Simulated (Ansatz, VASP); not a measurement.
**One calculation of As, two programs**

```
CELL_PARAMETERS angstrom
2.75002 0.00000 0.00000
0.00000 3.90578 0.00000
0.00000 0.00000 6.28823
ATOMIC_POSITIONS crystal
As 0.50000 0.50000 0.79698
As 0.50000 0.50000 0.20302
As 0.50000 0.00000 0.50000
```

Alike in both runs: task relaxation of cell and atoms; functional PBE; k mesh 16 × 12 × 8; occupations gaussian, width 0.1 eV; no spin polarisation.

|  | VASP | Ansatz |
| --- | --- | --- |
| version | VASP 6.6.1 | Ansatz 0.2.0 |
| potentials or method | VASP PAW PBE potentials, release 64 (As), cutoff 600 eV | scalar-relativistic, plane waves, PAW |
| valence electrons in the cell | 15 | 45 |

Ansatz gave:

```
gap on the k mesh at the Fermi level, each at its own relaxed structure (eV) : none
relaxed volume (Å³/atom)                                                     : 22.45
relaxed length of the cell vector where the two differ most in proportion (Å)              : 6.345
```

Task: Which values does VASP return?

Result: gap on the k mesh at the Fermi level, each at its own relaxed structure (eV): none; relaxed volume (Å³/atom): 22.48; relaxed length of the cell vector where the two differ most in proportion (Å): 6.351.

A gap of «none» marks a metal or a gap that the smearing closes. VASP's potentials hold 15 valence electrons a cell and Ansatz's 45, so a difference there can come from the potentials and not from the codes.
